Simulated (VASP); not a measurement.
# Mo (Fd-3m) in VASP: a series of runs, part 2 of 2

VASP 6.6.1.

### Step 5. Relaxation of cell and atoms, BLYP

This run uses another cell than the first one, of 21.04 Å³/atom, 0.834 times its volume.

Contents of INCAR:

```
SYSTEM = Mo
PREC = Accurate
ENCUT = 600
EDIFF = 1E-6
ISMEAR = -1
SIGMA = 0.1
LREAL = .FALSE.
LASPH = .TRUE.
NELM = 100
ALGO = Normal
ISIF = 3
LWAVE = .FALSE.
LCHARG = .FALSE.
GGA = B5
ALDAX = 1.0
AGGAX = 1.0
AGGAC = 1.0
ALDAC = 0.0
IBRION = 2
NSW = 80
EDIFFG = -0.01
```

Contents of KPOINTS:

```
regular mesh
0
G
  10 10 10
  0 0 0
```

Contents of POSCAR:

```
Mo
1.0
    0.0000000000      2.7608283082      2.7608283082
    2.7608283082      0.0000000000      2.7608283082
    2.7608283082      2.7608283082      0.0000000000
Mo
2
Direct
    0.1250000000      0.1250000000      0.1250000000
    0.8750000000      0.8750000000      0.8750000000
```

Potentials or basis: VASP PAW PBE potentials, release 64 (Mo_sv).

On the command line:

```console
cat potpaw_PBE.64/Mo_sv/POTCAR > POTCAR
mpirun -np 1 vasp_std > vasp.out
```

OUTCAR:

```text
SYSTEM = Mo
   PREC = Accurate
   ENCUT = 600
   EDIFF = 1E-6
   ISMEAR = -1
   LREAL = .FALSE.
   LASPH = .TRUE.
   NELM = 100
   ISIF = 3
   GGA = B5
   IBRION = 2
   NSW = 80
   EDIFFG = -0.01

 ion  position               nearest neighbor table
   1  0.125  0.125  0.125-   2 2.39   2 2.39   2 2.39   2 2.39
   2  0.875  0.875  0.875-   1 2.39   1 2.39   1 2.39   1 2.39

  LATTYP: Found a face centered cubic cell.
 ALAT       =     5.5216566164

  Lattice vectors:

 A1 = (   0.0000000000,   2.7608283082,   2.7608283082)
 A2 = (   2.7608283082,   0.0000000000,   2.7608283082)
 A3 = (   2.7608283082,   2.7608283082,   0.0000000000)

Analysis of symmetry for initial positions (statically):
=====================================================================
[... 789 lines left out ...]
  free  energy   TOTEN  =       -15.6397359330 eV

  energy  without entropy=      -15.5430241631  energy(sigma->0) =      -15.59138005

[... ionic steps 4 to 20 ...]

--------------------------------------- Ionic step       21  -------------------------------------------

 number of electron      27.9999994 magnetization

------------------------ aborting loop because EDIFF is reached ----------------------------------------
[... 67 lines left out ...]
--------------------------------------- Ionic step       23  -------------------------------------------

 number of electron      27.9999994 magnetization

 Free energy of the ion-electron system (eV)
  ---------------------------------------------------
  ext. energy  EPLUGINS =         0.00000000
  ---------------------------------------------------
  free energy    TOTEN  =       -15.64023028 eV

  energy without entropy =      -15.54421210  energy(sigma->0) =      -15.59222119

 E-fermi :   6.7646     XC(G=0):  -9.9206

 val. band max:        6.7216757277   @ k =  -0.3000   0.5000   0.2000
 cond. band min:       6.7727210100   @ k =  -0.2000   0.3000   0.1000
 fundamental gap:      0.0510452823
 Fermi energy:         6.7646032999

 k-point     1 :       0.0000    0.0000    0.0000
  band No.  band energies     occupation
      1     -53.4594      2.00000
      2     -52.8972      2.00000
      3     -27.9365      2.00000
      4     -27.9365      2.00000
      5     -27.9365      2.00000
      6     -26.9827      2.00000
[... 524 lines left out ...]
  FREE ENERGIE OF THE ION-ELECTRON SYSTEM (eV)
  ---------------------------------------------------
  free  energy   TOTEN  =       -15.6402302774 eV

  energy  without entropy=      -15.5442120960  energy(sigma->0) =      -15.59222119

 reached required accuracy - stopping structural energy minimisation
```

OSZICAR:

```text
N       E                     dE             d eps       ncg     rms          rms(c)
DAV:   1     0.331424873758E+03    0.33142E+03   -0.19501E+04  1692   0.174E+03
DAV:   2    -0.618571047283E+01   -0.33761E+03   -0.33312E+03  1924   0.497E+02
[... 124 lines left out ...]
  22 F= -.15640216E+02 E0= -.15592169E+02  d E =-.366476E-04
       N       E                     dE             d eps       ncg     rms          rms(c)
DAV:   1    -0.156404181556E+02   -0.20141E-03   -0.46250E-03  1772   0.750E-01    0.125E-01
DAV:   2    -0.156402321510E+02    0.18600E-03   -0.63205E-04  1772   0.220E-01    0.190E-02
DAV:   3    -0.156402274273E+02    0.47237E-05   -0.45252E-05  2096   0.559E-02    0.177E-02
DAV:   4    -0.156402302656E+02   -0.28384E-05   -0.36776E-06  1300   0.105E-02    0.152E-03
DAV:   5    -0.156402302774E+02   -0.11766E-07   -0.19124E-07   852   0.445E-03
  23 F= -.15640230E+02 E0= -.15592221E+02  d E =-.505381E-04
```

Run time: 11 min. Hardware: 1 thread of AMD EPYC 7R13, shared host; peak memory 0.18 GiB.

What came out:

```
Free energy                            : -15.6402 eV
Relaxed volume                         : 24.38 Å³/atom
Relaxed cell                           : a = 4.101 Å, b = 4.101 Å, c = 4.101 Å, α = 60.00°, β = 60.00°, γ = 60.00°
Space group after relaxing (to 0.05 Å) : Fd-3m (No. 227)
Energy gained by relaxing              : 171.8 meV/atom
Ionic steps                            : 23
Pressure after relaxing                : -0.1 GPa
Band gap on the k mesh                 : zero (band 14 reaches 6.98 eV, above the bottom of band 15 at 6.60 eV)
```

The path:
```csv
step,energy change (eV),largest force (eV/Å),pressure (GPa),volume (Å³)
1,0.0000,0.0000,18.79,42.09
2,0.1133,0.0000,-12.20,58.98
3,-0.3431,0.0000,-0.56,49.04
4,-0.3436,0.0000,-0.07,48.79
5,-0.3436,0.0000,0.10,48.65
6,-0.3436,0.0000,0.19,48.65
7,-0.3436,0.0000,0.20,48.65
8,-0.3436,0.0000,0.18,48.65
9,-0.3436,0.0000,0.18,48.65
10,-0.3436,0.0000,0.18,48.65
11,-0.3436,0.0000,0.18,48.65
12,-0.3436,0.0000,0.18,48.65
13,-0.3436,0.0000,0.18,48.65
14,-0.3436,0.0000,0.18,48.65
15,-0.3436,0.0000,0.18,48.65
16,-0.3436,0.0000,0.19,48.66
17,-0.3436,0.0000,0.20,48.66
18,-0.3436,0.0000,0.17,48.66
19,-0.3436,0.0000,0.15,48.67
20,-0.3436,0.0000,0.13,48.69
21,-0.3436,0.0000,0.09,48.73
22,-0.3436,0.0000,-0.07,48.80
23,-0.3436,0.0000,-0.06,48.77
```

Final structure:
```
Mo
1.0
     0.00000    2.89979    2.89979
     2.89979    0.00000    2.89979
     2.89979    2.89979    0.00000
Mo
2
Cartesian
  0.7249 0.7249 0.7249
  5.0746 5.0746 5.0746
```

Caveat: the volume moved by over 15 % at a fixed basis, so the end points are rough; the PAW data sets were made with another functional, which shifts forces and pressure a little.

### Step 6. Single point, BLYP

This run uses another cell than the first one, of 24.26 Å³/atom, 0.962 times its volume.

Contents of INCAR:

```
PREC = Accurate ; ENCUT = 520
EDIFF = 1E-6 ; ISMEAR = -1
SIGMA = 0.1 ; LREAL = F
LASPH = T ; NELM = 80
ALGO = Normal ; ISIF = 2
LWAVE = F ; LCHARG = T
GGA = B5 ; ALDAX = 1.0
AGGAX = 1.0 ; AGGAC = 1.0
ALDAC = 0.0 ; LELF = T
LVHAR = T ; NBANDS = 21
```

Contents of KPOINTS:

```
regular mesh
0
Gamma
  15 15 15
```

Contents of POSCAR:

```
Mo
1.0
    0.0000000000      2.8948995956      2.8948995956
    2.8948995956      0.0000000000      2.8948995956
    2.8948995956      2.8948995956      0.0000000000
Mo
2
Direct
    0.1250000000      0.1250000000      0.1250000000
    0.8750000000      0.8750000000      0.8750000000
```

Potentials or basis: VASP PAW PBE potentials, release 64 (Mo_sv).

On the command line:

```console
cat potpaw_PBE.64/Mo_sv/POTCAR > POTCAR
mpirun -np 1 vasp_std > vasp.out
```

OUTCAR:

```text
PREC = Accurate
   ENCUT = 520
   EDIFF = 1E-6
   ISMEAR = -1
   LREAL = F
   LASPH = T
   NELM = 80
   ISIF = 2
   GGA = B5

 ion  position               nearest neighbor table
   1  0.125  0.125  0.125-   2 2.51   2 2.51   2 2.51   2 2.51
   2  0.875  0.875  0.875-   1 2.51   1 2.51   1 2.51   1 2.51

  LATTYP: Found a face centered cubic cell.
 ALAT       =     5.7897991912

  Lattice vectors:

 A1 = (   0.0000000000,   2.8948995956,   2.8948995956)
 A2 = (   2.8948995956,   0.0000000000,   2.8948995956)
 A3 = (   2.8948995956,   2.8948995956,   0.0000000000)

Analysis of symmetry for initial positions (statically):
=====================================================================
 Subroutine PRICEL returns:
 Original cell was already a primitive cell.

 Routine SETGRP: Setting up the symmetry group for a
 face centered cubic supercell.

 Subroutine GETGRP returns: Found 48 space group operations
 (whereof 12 operations were pure point group operations)
 out of a pool of 48 trial point group operations.

[... 149 lines left out ...]
  volume of cell :       48.52
 maximum number of plane-waves:      1326
   NGX = 15   NGY = 15   NGZ = 15

 number of electron      27.9999996 magnetization

 Free energy of the ion-electron system (eV)
  ---------------------------------------------------
  ext. energy  EPLUGINS =         0.00000000
  ---------------------------------------------------
  free energy    TOTEN  =       -15.64535174 eV

  energy without entropy =      -15.55214436  energy(sigma->0) =      -15.59874805

 E-fermi :   6.8225     XC(G=0):  -9.9446

 val. band max:        6.8112975054   @ k =  -0.2667   0.2667   0.0000
 cond. band min:       6.8233418727   @ k =   0.2667   0.1333   0.0000
 fundamental gap:      0.0120443673
 Fermi energy:         6.8225047514

 k-point     1 :       0.0000    0.0000    0.0000
  band No.  band energies     occupation
      1     -53.4073      2.00000
      2     -52.8350      2.00000
      3     -27.8876      2.00000
      4     -27.8876      2.00000
      5     -27.8876      2.00000
      6     -26.9212      2.00000
[... 565 lines left out ...]
     20      16.7482      0.00000
     21      17.2537      0.00000

 [... further k-points ...]
[... 5 lines left out ...]
  --------------------------------------------------------------------------------------
  -------------------------------------------------------------------------------------
  Total        0.1374293      0.1374293      0.1374293     -0.0000000     -0.0000000      0.0000000
  in kB        4.5379456      4.5379456      4.5379456     -0.0000000     -0.0000000      0.0000000
  external PRESSURE =       4.5379456 kB  Pullay stress =       0.0000000 kB

 VOLUME and BASIS-vectors are now :
 -----------------------------------------------------------------------------
  energy-cutoff  :      520.00
  volume of cell :       48.52
      direct lattice vectors                 reciprocal lattice vectors
     0.000000000  2.894899596  2.894899596    -0.172717562  0.172717562  0.172717562
     2.894899596  0.000000000  2.894899596     0.172717562 -0.172717562  0.172717562
     2.894899596  2.894899596  0.000000000     0.172717562  0.172717562 -0.172717562

 POSITION                                       TOTAL-FORCE (eV/Angst)
 -----------------------------------------------------------------------------------
      0.72372      0.72372      0.72372        -0.000000     -0.000000     -0.000000
      5.06607      5.06607      5.06607         0.000000      0.000000      0.000000
 -----------------------------------------------------------------------------------
    total drift:                               -0.000000      0.000000      0.000000

  FREE ENERGIE OF THE ION-ELECTRON SYSTEM (eV)
  ---------------------------------------------------
  free  energy   TOTEN  =       -15.6453517404 eV

  energy  without entropy=      -15.5521443599  energy(sigma->0) =      -15.59874805
```

stdout:

```text
POSCAR found type information on POSCAR Mo
 POSCAR found :  1 types and       2 ions
 scaLAPACK will be used
 -----------------------------------------------------------------------------
|                                                                             |
|                                                                             |
|     You enforced a specific xc type in the INCAR file but a different       |
|     I HOPE YOU KNOW WHAT YOU ARE DOING!                                     |
|                                                                             |
 -----------------------------------------------------------------------------

 LDA part: xc-table for (Slater(with rela. corr.)+VWN5), standard interpolation
 POSCAR, INCAR and KPOINTS ok, starting setup
 FFT: planning ... GRIDC
 FFT: planning ... GRID_SOFT
 FFT: planning ... GRID
 WAVECAR not read
 entering main loop
```

Run time: 2.5 min. Hardware: 1 thread of AMD EPYC 7R13, shared host; peak memory 0.2 GiB.

What came out:

```yaml
Free_energy: -15.6454 eV
Pressure: 0.5 GPa
Band_gap_on_the_k_mesh: zero (band 14 reaches 7.08 eV, above the bottom of band 15 at 6.60 eV)
```

Caveat: the PAW data sets were made with another functional, which shifts forces and pressure a little.

### Step 7. Summary

```tsv
task	cell	k mesh	cutoff (eV)	gap on the mesh (eV)	pressure (GPa)
single point	a = 4.148 Å, angles 60.0°, 2 atoms	11 × 11 × 11	520	none	-3.0
single point	a = 4.200 Å, angles 60.0°, 2 atoms	11 × 11 × 11	520	none	-5.9
single point	a = 4.252 Å, angles 60.0°, 2 atoms	11 × 11 × 11	520	none	-8.2
relaxation of cell and atoms	relaxed from a = 3.904 Å, angles 60.0°, 2 atoms	10 × 10 × 10	600	none	-0.1
single point	a = 4.094 Å, angles 60.0°, 2 atoms	15 × 15 × 15	520	none	0.5
```

Alike in all rows: level BLYP; potentials or basis VASP PAW PBE potentials, release 64 (Mo_sv); no spin polarisation; smearing fermi-dirac 0.1 eV.

Caveats: the PAW data sets were made with another functional, which shifts forces and pressure a little; the volume moved by over 15 % at a fixed basis, so the end points are rough (some runs).

Absolute energies hang on the potentials; compare differences alone.
